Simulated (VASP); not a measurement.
A run of VASP 6.6.1 is set up as follows.

Contents of INCAR:

```
PREC = Accurate ; ENCUT = 520
EDIFF = 1E-6 ; ISMEAR = 0
SIGMA = 0.1 ; LREAL = F
LASPH = T ; NELM = 100
ALGO = Fast ; ISIF = 2
LWAVE = F ; LCHARG = F
GGA = PE ; NBANDS = 32
```

The input KPOINTS:

```
Automatic mesh
0
Gamma
  21 21 6
```

Contents of POSCAR:

```
Cr
1.0
    2.6208629143      0.0000000000      0.0000000000
   -1.3104314571      2.2697338636      0.0000000000
    0.0000000000      0.0000000000      8.1708527801
Cr
4
Direct
    0.3333333333      0.6666666667      0.3771645554
    0.6666666667      0.3333333333      0.8771645554
    0.6666666667      0.3333333333      0.6228354446
    0.3333333333      0.6666666667      0.1228354446
```

Potentials or basis: VASP PAW PBE potentials, release 64 (Cr_pv).

The run is started by

```console
$ cat potpaw_PBE.64/Cr_pv/POTCAR > POTCAR
$ mpirun -np 1 vasp_std > vasp.out
```

**Question.** What does it give for the largest force?

**Answer.** 0.141 eV/Å.

**Question.** What does it give for the band gap on the k mesh?

**Answer.** Zero (bands 24 and 25 overlap by 0.75 eV).

Forces on the atoms (eV/Å):
```
Cr   0.000  0.000  0.141
Cr   0.000  0.000  0.141
Cr   0.000  0.000 -0.141
Cr   0.000  0.000 -0.141
```

Caveat: the run has no spin polarisation, though such a crystal can be magnetic. Spin polarisation is off, so any magnetic state and its effect on volume and gap are missing.
